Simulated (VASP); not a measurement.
## GaP (rocksalt type): single point with LDA

The system is GaP (rocksalt type).

```
CELL_PARAMETERS angstrom
0.00000 2.52537 2.52537
2.52537 0.00000 2.52537
2.52537 2.52537 0.00000
ATOMIC_POSITIONS crystal
Ga 0.00000 0.00000 0.00000
P 0.50000 0.50000 0.50000
```

| Item | Value |
| --- | --- |
| Program | VASP 6.6.1 |
| Task | single point |
| Functional | LDA |
| Potentials or basis | VASP PAW LDA potentials, release 64 (Ga_d, P) |
| Cutoff | 500 eV |
| k mesh | 14 × 14 × 14 |
| Occupations | fermi-dirac, width 0.1 eV |
| Spin | no spin polarisation |
| Dipole correction | no |
| Further INCAR settings | ALGO = Normal; EDIFF = 1e-06; NBANDS = 16 |

```json
{
 "Pressure": "0.1 GPa",
 "Band gap on the k mesh": "zero (band 9 reaches 7.59 eV, above the bottom of band 10 at 4.14 eV)"
}
```

Levels at points of the mesh, in eV from the Fermi level:
| k point | band 7 | band 8 | band 9 | band 10 | band 11 | band 12 |
| --- | --- | --- | --- | --- | --- | --- |
| (0.00, 0.00, 0.00) | -0.03 | -0.03 | -0.03 | 1.93 | 7.06 | 7.06 |
| (0.50, 0.00, 0.00) | -8.27 | 0.18 | 0.18 | 2.89 | 2.89 | 3.16 |
| (0.50, 0.50, 0.00) | -6.30 | -3.21 | -2.90 | -2.90 | 3.17 | 11.33 |

Run time: 40 s on 1 thread of AMD EPYC 9R45 (Zen 5), with other jobs on the host, peak memory 0.14 GiB.
